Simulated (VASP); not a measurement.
Wanted: the native input for a VASP 6.6.1 run.

```
Task                   : single point
Functional             : PBEsol
Potentials or basis    : VASP PAW PBE potentials, release 64 (Hf_pv, O)
Cutoff                 : 520 eV
k mesh                 : 6 × 6 × 4
Occupations            : gaussian, width 0.01 eV
Spin                   : no spin polarisation
Dipole correction      : no
Further INCAR settings : ALGO = Normal; EDIFF = 1e-06; NBANDS = 31
```

The structure of HfO2 lies in POSCAR:

```
HfO2
1.0
    3.5580190000      0.0000000000      0.0000000000
    0.0000000000      3.5580190000      0.0000000000
    0.0000000000      0.0000000000      5.1718610000
Hf O
2 4
Direct
    0.5000000000      0.5000000000      0.5000000000
    0.0000000000      0.0000000000      0.0000000000
    0.0000000000      0.5000000000      0.6972080000
    0.5000000000      0.0000000000      0.8027920000
    0.5000000000      0.0000000000      0.3027920000
    0.0000000000      0.5000000000      0.1972080000
```

One way to write it, as run:

INCAR

```
  ALGO = Normal
  EDIFF = 1E-6
  ENCUT = 520
  GGA = PS
  ISIF = 2
  ISMEAR = 0
  LASPH = T
  LCHARG = T
  LELF = T
  LREAL = F
  LVHAR = T
  LWAVE = F
  NBANDS = 31
  NELM = 60
  PREC = Accurate
  SIGMA = 0.01
```

KPOINTS

```
k-points
0
Gamma
  6 6 4
```

Potentials or basis: VASP PAW PBE potentials, release 64 (Hf_pv, O).

Run with:

```bash
$ cat potpaw_PBE.64/Hf_pv/POTCAR potpaw_PBE.64/O/POTCAR > POTCAR
$ mpirun -np 1 vasp_std > vasp.out
```

Results of the run:

| Quantity | Value |
| --- | --- |
| Pressure | -1.4 GPa |
| Largest force | 0.062 eV/Å |
| Band gap on the k mesh | 4.63 eV, indirect (least direct gap 4.71 eV) |

Caveat: the PAW data sets were made with another functional, which shifts forces and pressure a little; spin-orbit coupling is left out, which moves the levels of the heavy elements.

It took 24 s on 1 thread of Intel(R) Xeon(R) 6975P-C (Granite Rapids) (shared host), peak memory 0.2 GiB.
